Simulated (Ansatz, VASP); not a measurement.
**One calculation of AlNi, two programs**

File INCAR:

```
  PREC = Accurate
  ENCUT = 600
  EDIFF = 1E-6
  ISMEAR = 0
  SIGMA = 0.1
  LREAL = F
  LASPH = T
  NELM = 120
  ALGO = Normal
  ISIF = 2
  LWAVE = F
  LCHARG = T
  GGA = CA
  LELF = T
  LVHAR = T
  NBANDS = 14
  GGA_COMPAT = F
```

KPOINTS

```
Automatic mesh
0
Gamma
  20 20 18
```

File POSCAR:

```
AlNi
1.0
    2.8943154884      0.0000000000      0.0000000000
    0.0000000000      2.8943154884      0.0000000000
    0.0000000000      0.0000000000      2.8900989120
Al Ni
1 1
Direct
    0.0000000000      0.0000000000      0.0000000000
    0.5000000000      0.5000000000      0.5000000000
```

Input for Ansatz:

```yaml
crystal:
  lattice:
    - [2.8943154884, 0.0, 0.0]
    - [0.0, 2.8943154884, 0.0]
    - [0.0, 0.0, 2.890098912]
  atoms:
    - { symbol: Al, position: [0.0, 0.0, 0.0] }
    - { symbol: Ni, position: [0.5, 0.5, 0.5] }
basis:
  ecutwfc: 420
kpoints:
  mp_grid: { grid: [20, 20, 18] }
hamiltonian:
  xc: lda
scf:
  occupations: { method: gaussian, width: 0.1 }
  initial_density: { chi_scale: 0.0 }
output:
  forces: true
  eigenvalues: true
  stress: true
```

Alike in both runs: task single point; functional LDA; k mesh 20 × 20 × 18; occupations gaussian, width 0.1 eV; no spin polarisation.

```csv
,VASP,Ansatz
version,VASP 6.6.1,Ansatz 0.2.0
potentials or method,"VASP PAW LDA potentials, release 64 (Al, Ni), cutoff 600 eV","scalar-relativistic, plane waves, PAW"
valence electrons in the cell,13,21
```

Ansatz gave:

| Quantity | Value |
| --- | --- |
| gap on the k mesh at the Fermi level (eV) | none |
| pressure (GPa) | -10.3 |

Q: What did VASP give for the same quantities?

A: gap on the k mesh at the Fermi level (eV): none; pressure (GPa): -9.9.

LDA's correlation is that of Perdew and Zunger in VASP and of Perdew and Wang (1992) in Ansatz. A gap of «none» marks a metal or a gap that the smearing closes. VASP's potentials hold 13 valence electrons a cell and Ansatz's 21, so a difference there can come from the potentials and not from the codes.
